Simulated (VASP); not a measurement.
**TiB2 (TiB2 (P6/mmm)): single point with PBE**

The system is TiB2 (TiB2 (P6/mmm)).

```
Ti B
1.0
     3.03175    0.00000    0.00000
    -1.51588    2.62557    0.00000
     0.00000    0.00000    3.22418
Ti B
1 2
Direct
  0.00000 0.00000 0.00000
  0.33333 0.66667 0.50000
  0.66667 0.33333 0.50000
```

```
Program                : VASP 6.6.1
Task                   : single point
Functional             : PBE
Potentials or basis    : VASP PAW PBE potentials, release 64 (Ti_sv, B)
Cutoff                 : 520 eV
k mesh                 : 15 × 15 × 12
Occupations            : methfessel-paxton, width 0.1 eV
Spin                   : no spin polarisation
Dipole correction      : no
Further INCAR settings : ALGO = Normal; EDIFF = 1e-06; NBANDS = 16
```

| Quantity | Value |
| --- | --- |
| Pressure | 0.3 GPa |
| Band gap on the k mesh | zero (band 9 reaches 10.39 eV, above the bottom of band 10 at 9.80 eV) |

Levels at points of the mesh, in eV from the Fermi level:
```csv
k point,band 7,band 8,band 9,band 10,band 11,band 12
"(0.00, 0.00, 0.00)",-2.65,-2.34,-2.14,1.86,1.86,3.63
"(0.00, 0.00, 0.50)",-0.59,-0.59,-0.22,-0.22,0.41,0.41
```

Wall time 120 s on 1 thread of AMD EPYC 7R43 64-Core Processor (Zen 3), with other jobs on the host, peak memory 0.16 GiB.
